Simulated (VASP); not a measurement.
# Ti in VASP: further runs

The runs below take Ti through single point, with LDA.

Program: VASP 6.6.1. These are calculated values, not measurements. Logs are shortened: lines on timing, memory, paths and dates and some standing lists are left out, and cuts for length are marked.

## Step 1: The cell of the first run

Symmetry: I4/mmm, No. 139, tetragonal system. The conventional cell has a = 3.331 Å, b = 3.331 Å, c = 3.184 Å, α = 90.00°, β = 90.00°, γ = 90.00°. Within 3.7 Å of Ti (site symmetry 4/mmm) lie 14 Ti at 2.84 to 3.33 Å.

## Step 2: Single point, LDA (strain +0.015 along x and y, -0.030 along z)

Input file INCAR:

```
SYSTEM = Ti
  PREC = Accurate
  ENCUT = 520
  EDIFF = 1E-7
  ISMEAR = 0
  SIGMA = 0.15
  LREAL = .False.
  LASPH = .True.
  NELM = 80
  ALGO = Fast
  ISIF = 2
  LWAVE = .False.
  LCHARG = .False.
  GGA = CA
  NBANDS = 12
```

Input file KPOINTS:

```
Automatic mesh
0
Gamma
  20 20 20
  0 0 0
```

Input file POSCAR:

```
Ti
1.0
   -1.6656150000      1.6656150000      1.5917700000
    1.6656150000     -1.6656150000      1.5917700000
    1.6656150000      1.6656150000     -1.5917700000
Ti
1
Direct
    0.0000000000      0.0000000000      0.0000000000
```

Potentials or basis: VASP PAW LDA potentials, release 64 (Ti_sv).

Command:

```bash
cat potpaw_LDA.64/Ti_sv/POTCAR > POTCAR
mpirun -np 1 vasp_std > vasp.out
```

OUTCAR:

```text
SYSTEM = Ti
   PREC = Accurate
   ENCUT = 520
   EDIFF = 1E-7
   ISMEAR = 0
   LREAL = .False.
   LASPH = .True.
   NELM = 80
   ISIF = 2
   GGA = CA

 ion  position               nearest neighbor table
   1  0.000  0.000  0.000-

  LATTYP: Found a body centered tetragonal cell.
 ALAT       =     3.3312300000
 C/A-ratio  =     0.9556650246

  Lattice vectors:

 A1 = (  -1.6656150000,   1.6656150000,   1.5917700000)
 A2 = (   1.6656150000,  -1.6656150000,   1.5917700000)
 A3 = (   1.6656150000,   1.6656150000,  -1.5917700000)

Analysis of symmetry for initial positions (statically):
=====================================================================
 Subroutine PRICEL returns:
 Original cell was already a primitive cell.

 Routine SETGRP: Setting up the symmetry group for a
 body centered tetragonal supercell.

 Subroutine GETGRP returns: Found 16 space group operations
 (whereof 16 operations were pure point group operations)
 out of a pool of 16 trial point group operations.

The static configuration has the point symmetry D_4h.

Analysis of symmetry for dynamics (positions and initial velocities):
=====================================================================
 Subroutine PRICEL returns:
 Original cell was already a primitive cell.

 Routine SETGRP: Setting up the symmetry group for a
 body centered tetragonal supercell.

 Subroutine GETGRP returns: Found 16 space group operations
 (whereof 16 operations were pure point group operations)
 out of a pool of 16 trial point group operations.

The dynamic configuration has the point symmetry D_4h.

 Subroutine INISYM returns: Found 16 space group operations
 (whereof 16 operations are pure point group operations),
 and found     1 'primitive' translations

----------------------------------------------------------------------------------------

                                     Primitive cell

  volume of cell :      17.6640

  direct lattice vectors                    reciprocal lattice vectors
    -1.665615000  1.665615000  1.591770000     0.000000000  0.300189420  0.314115733
     1.665615000 -1.665615000  1.591770000     0.300189420  0.000000000  0.314115733
     1.665615000  1.665615000 -1.591770000     0.300189420  0.300189420  0.000000000

  length of vectors
     2.842934820  2.842934820  2.842934820     0.434490945  0.434490945  0.424531948

  position of ions in fractional coordinates (direct lattice)
     0.000000000  0.000000000  0.000000000

  ion indices of the primitive-cell ions
   primitive index   ion index
                 1           1

----------------------------------------------------------------------------------------

 KPOINTS: Automatic mesh

Automatic generation of k-mesh.
 Grid dimensions read from file:
 generate k-points for:   20   20   20

 Generating k-lattice:

  Cartesian coordinates                     Fractional coordinates (reciprocal lattice)
     0.000000000  0.015009471  0.015705787     0.050000000 -0.000000000  0.000000000
     0.015009471  0.000000000  0.015705787    -0.000000000  0.050000000  0.000000000
     0.015009471  0.015009471  0.000000000     0.000000000  0.000000000  0.050000000

  Length of vectors
     0.021724547  0.021724547  0.021226597

  Shift w.r.t. Gamma in fractional coordinates (k-lattice)
     0.000000000  0.000000000  0.000000000

 Subroutine IBZKPT returns following result:
 ===========================================

 Found    641 irreducible k-points:

 Following reciprocal coordinates:
            Coordinates               Weight
  0.000000  0.000000  0.000000      1.000000
  0.050000 -0.000000  0.000000      8.000000
  0.100000  0.000000 -0.000000      8.000000
  0.150000 -0.000000  0.000000      8.000000
  0.200000  0.000000 -0.000000      8.000000
  0.250000  0.000000 -0.000000      8.000000
[... 16 lines left out ...]
 -0.400000  0.050000  0.000000     16.000000
 -0.350000  0.050000 -0.000000     16.000000
 [... further k-points ...]
   k-points           NKPTS =    641   k-points in BZ     NKDIM =    641   number of bands    NBANDS=     12
   number of dos      NEDOS =    301   number of ions     NIONS =      1
   total plane-waves  NPLWV =  13824
   dimension x,y,z NGX =    24 NGY =   24 NGZ =   24
   dimension x,y,z NGXF=    48 NGYF=   48 NGZF=   48
   ions per type =               1
   NGX,Y,Z   is equivalent  to a cutoff of  14.03, 14.03, 14.03 a.u.
   NGXF,Y,Z  is equivalent  to a cutoff of  28.07, 28.07, 28.07 a.u.
 SYSTEM =  Ti
   PREC   = accura    normal or accurate (medium, high low for compatibility)
   ISTART =      0    job   : 0-new  1-cont  2-samecut
   ICHARG =      2    charge: 1-file 2-atom 10-const
   ISPIN  =      1    spin polarized calculation?
   LNONCOLLINEAR =      F non collinear calculations
   LSORBIT =      F    spin-orbit coupling
   LASPH  =      T    aspherical Exc in radial PAW
   ENCUT  =  520.0 eV  38.22 Ry    6.18 a.u.   5.29  5.29  5.29*2*pi/ulx,y,z
   NELM   =     80;   NELMIN=  2; NELMDL= -5     # of ELM steps
   EDIFF  = 0.1E-06   stopping-criterion for ELM
   LREAL  =      F    real-space projection
   EDIFFG = 0.1E-05   stopping-criterion for IOM
   NSW    =      0    number of steps for IOM
   IBRION =     -1    ionic relax: 0-MD 1-quasi-New 2-CG
   NFREE  =      0    steps in history (QN), initial steepest desc. (CG)
   ISIF   =      2    stress and relaxation
   ISYM   =      2    0-nonsym 1-usesym 2-fastsym
   POTIM  = 0.5000    time-step for ionic-motion
   TEBEG  =    0.0;   TEEND  =   0.0 temperature during run
   PSTRESS=    0.0 pullay stress
   NELECT =      12.0000    total number of electrons
   NUPDOWN=      -1.0000    fix difference up-down
   EMIN   =  10.00;   EMAX   =-10.00  energy-range for DOS
   EFERMI =   0.00;   METHOD = LEGACY
   ISMEAR =     0;   SIGMA  =   0.15  broadening in eV -4-tet -1-fermi 0-gaus
   EFERMI_NEDOS =   21; number of points for ismear=-14 and -15
   IALGO  =     68    algorithm
   IMIX   =      4    mixing-type and parameters
     AMIX     =   0.40;   BMIX     =  1.00
     AMIX_MAG =   1.60;   BMIX_MAG =  1.00
  volume/ion in A,a.u.               =      17.66       119.20
  Fermi-wavevector in a.u.,A,eV,Ry     =   1.439148  2.719595 28.179657  2.071146
  Thomas-Fermi vector in A             =   2.558036
   LORBIT       =      0    0 simple, 1 ext, 2 COOP (PROOUT), +10 PAW based schemes
   GGA     = CA    functional components
   LHFCALC =     F    Hartree Fock is set to
   AEXX    =    0.0000 exact exchange contribution
   IVDW    =     0    specifies the selected vdW correction
   LEPSILON=     F    determine dielectric tensor
   LRPA    =     F    only Hartree local field effects (RPA)
 non-spin polarized calculation
 RMM-DIIS sequential band-by-band and
 Gauss-broadening in eV      SIGMA  =   0.15
  energy-cutoff  :      520.00
  volume of cell :       17.66
 maximum number of plane-waves:       488
 NGX is ok and might be reduce to    24
   NGX = 11   NGY = 11   NGZ = 11

 number of electron      11.9999999 magnetization

 Free energy of the ion-electron system (eV)
  ---------------------------------------------------
  ext. energy  EPLUGINS =         0.00000000
  ---------------------------------------------------
  free energy    TOTEN  =        -8.40892192 eV

  energy without entropy =       -8.38205144  energy(sigma->0) =       -8.39548668

 E-fermi :   7.6758     XC(G=0): -11.6997

 val. band max:        7.6755861946   @ k =  -0.4000  -0.4500   0.0500
 cond. band min:       7.6762344308   @ k =   0.5000   0.3000  -0.0000
 fundamental gap:      0.0006482362
 Fermi energy:         7.6758321188

 k-point     1 :       0.0000    0.0000    0.0000
  band No.  band energies     occupation
      1     -48.1959      2.00000
      2     -24.4430      2.00000
      3     -24.4404      2.00000
      4     -24.4404      2.00000
      5       1.8335      2.00000
      6       8.3975      0.00000
      7       8.7191      0.00000
      8       8.7191      0.00000
      9      10.1367      0.00000
     10      10.5131      0.00000
     11      24.7832      0.00000
     12      24.7832      0.00000

 k-point     2 :       0.0500   -0.0000    0.0000
  band No.  band energies     occupation
      1     -48.1927      2.00000
      2     -24.4587      2.00000
      3     -24.4458      2.00000
      4     -24.4419      2.00000
      5       1.9196      2.00000
      6       8.4047      0.00000
      7       8.7064      0.00000
      8       8.7329      0.00000
      9      10.1330      0.00000
     10      10.4775      0.00000
     11      24.7396      0.00000
     12      24.8643      0.00000

 k-point     3 :       0.1000    0.0000   -0.0000
  band No.  band energies     occupation
      1     -48.1834      2.00000
      2     -24.5071      2.00000
      3     -24.4612      2.00000
      4     -24.4430      2.00000
      5       2.1732      2.00000
      6       8.3563      0.00000
      7       8.6563      0.00000
      8       8.8480      0.00000
      9      10.1196      0.00000
     10      10.4013      0.00000
     11      24.5071      0.00000
     12      25.0960      0.00000

 k-point     4 :       0.1500   -0.0000    0.0000
  band No.  band energies     occupation
      1     -48.1689      2.00000
      2     -24.5820      2.00000
      3     -24.4852      2.00000
      4     -24.4447      2.00000
      5       2.5790      2.00000
      6       8.2100      0.00000
      7       8.5418      0.00000
      8       9.1147      0.00000
      9      10.1001      0.00000
     10      10.3505      0.00000
     11      23.8834      0.00000
     12      24.7002      0.00000

 k-point     5 :       0.2000    0.0000   -0.0000
  band No.  band energies     occupation
      1     -48.1505      2.00000
      2     -24.6753      2.00000
      3     -24.5154      2.00000
      4     -24.4468      2.00000
      5       3.1090      2.00000
      6       8.0092      0.00167
      7       8.3580      0.00000
      8       9.4977      0.00000
      9      10.1056      0.00000
     10      10.3556      0.00000
     11      22.8193      0.00000
     12      24.0706      0.00000
[... 228 lines left out ...]
      1     -48.0637      2.00000
      2     -25.0896      2.00000
      3     -24.6578      2.00000
      4     -24.4627      2.00000
      5       5.3083      2.00000
      6       7.1524      2.00000
      7       8.7960      0.00000
      8      10.3506      0.00000
      9      10.8376      0.00000
     10      11.9184      0.00000
     11      16.4650      0.00000
     12      20.8572      0.00000

 k-point    22 :      -0.4500    0.0500    0.0000
  band No.  band energies     occupation
      1     -48.0703      2.00000
      2     -25.0592      2.00000
      3     -24.6473      2.00000
      4     -24.4614      2.00000
      5       5.2383      2.00000
      6       7.2128      1.99999
      7       8.5030      0.00000
      8      10.3560      0.00000
      9      10.7506      0.00000
     10      11.6954      0.00000
     11      17.0979      0.00000
     12      21.0764      0.00000

 k-point    23 :      -0.4000    0.0500    0.0000
  band No.  band energies     occupation
      1     -48.0825      2.00000
      2     -25.0020      2.00000
      3     -24.6272      2.00000
      4     -24.4596      2.00000
      5       5.0342      2.00000
      6       7.3275      1.99898
      7       8.1580      0.00001
      8      10.3360      0.00000
      9      10.6270      0.00000
     10      11.3038      0.00000
     11      18.1632      0.00000
     12      21.4951      0.00000

 k-point    24 :      -0.3500    0.0500   -0.0000
  band No.  band energies     occupation
      1     -48.0993      2.00000
      2     -24.9229      2.00000
      3     -24.5992      2.00000
      4     -24.4573      2.00000
      5       4.6301      2.00000
      6       7.4883      1.92299
      7       7.9883      0.00322
      8      10.2563      0.00000
      9      10.5216      0.00000
     10      10.8207      0.00000
     11      19.4689      0.00000
     12      22.0754      0.00000

 [... further k-points ...]
[... 5 lines left out ...]
  --------------------------------------------------------------------------------------
  -------------------------------------------------------------------------------------
  Total       -1.1378602     -1.1378602     -1.2821773      0.0000000      0.0000000      0.0000000
  in kB     -103.2071817   -103.2071817   -116.2971568      0.0000000      0.0000000      0.0000000
  external PRESSURE =    -107.5705068 kB  Pullay stress =       0.0000000 kB

 VOLUME and BASIS-vectors are now :
 -----------------------------------------------------------------------------
  energy-cutoff  :      520.00
  volume of cell :       17.66
      direct lattice vectors                 reciprocal lattice vectors
    -1.665615000  1.665615000  1.591770000     0.000000000  0.300189420  0.314115733
     1.665615000 -1.665615000  1.591770000     0.300189420  0.000000000  0.314115733
     1.665615000  1.665615000 -1.591770000     0.300189420  0.300189420  0.000000000

 POSITION                                       TOTAL-FORCE (eV/Angst)
 -----------------------------------------------------------------------------------
      0.00000      0.00000      0.00000         0.000000     -0.000000      0.000000
 -----------------------------------------------------------------------------------
    total drift:                               -0.000000      0.000000      0.000000

  FREE ENERGIE OF THE ION-ELECTRON SYSTEM (eV)
  ---------------------------------------------------
  free  energy   TOTEN  =        -8.4089219177 eV

  energy  without entropy=       -8.3820514401  energy(sigma->0) =       -8.39548668
```

It took 5.6 min on 1 thread of Intel Xeon Platinum 8259CL at 2.50GHz (Skylake/Cascade Lake), shared host; peak memory 0.24 GiB.

What came out:

- Free energy: -8.4089 eV
- Pressure: -10.8 GPa
- Band gap on the k mesh: zero (band 6 reaches 8.60 eV, above the bottom of band 7 at 7.06 eV)

Caveat: the cell differs from its parent crystal (strain +0.015 along x and y, -0.030 along z).

## Step 3: Single point, LDA (strain +0.000 along x and y, +0.015 along z)

Input file INCAR:

```
SYSTEM = Ti
PREC = Accurate ; ENCUT = 520
EDIFF = 1E-6 ; ISMEAR = 0
SIGMA = 0.15 ; LREAL = .FALSE.
LASPH = .TRUE. ; NELM = 100
ALGO = Normal ; ISIF = 2
LWAVE = .FALSE. ; LCHARG = .FALSE.
GGA = CA ; NBANDS = 12
```

Input file KPOINTS:

```
regular mesh
0
G
  20 20 20
  0 0 0
```

Input file POSCAR:

```
Ti
1.0
   -1.6410000000      1.6410000000      1.6656150000
    1.6410000000     -1.6410000000      1.6656150000
    1.6410000000      1.6410000000     -1.6656150000
Ti
1
Direct
    0.0000000000      0.0000000000      0.0000000000
```

Potentials or basis: VASP PAW LDA potentials, release 64 (Ti_sv).

Command:

```bash
cat potpaw_LDA.64/Ti_sv/POTCAR > POTCAR
mpirun -np 1 vasp_std > vasp.out
```

Run time: 2.2 min. Hardware: 1 thread of Intel Xeon Platinum 8259CL at 2.50GHz (Skylake/Cascade Lake), shared host; peak memory 0.23 GiB.

The run converged. Its results:

| Item | Value |
| --- | --- |
| Free energy | -8.3874 eV |
| Pressure | -12.0 GPa |
| Band gap on the k mesh | zero (band 6 reaches 8.41 eV, above the bottom of band 7 at 6.89 eV) |

Stress tensor (GPa, compression positive):
```
-12.09   0.00   0.00
  0.00 -12.09   0.00
  0.00   0.00 -11.76
```

Levels at points of the mesh, in eV from the Fermi level:
```csv
k point,band 3,band 4,band 5,band 6,band 7,band 8,band 9,band 10
"(0.00, 0.00, 0.00)",-32.16,-32.15,-5.80,0.89,0.89,0.99,2.57,2.68
"(0.50, 0.00, 0.00)",-32.35,-32.16,-2.37,-0.36,1.12,2.55,2.93,4.08
"(0.50, 0.50, 0.00)",-32.36,-32.16,-2.37,-0.48,1.21,2.68,2.97,4.10
"(0.50, 0.50, 0.50)",-32.58,-32.58,-2.01,-1.98,3.73,3.76,3.76,7.86
```

Caveat: the cell differs from its parent crystal (strain +0.000 along x and y, +0.015 along z).

(Continued in part 2 of 2.)
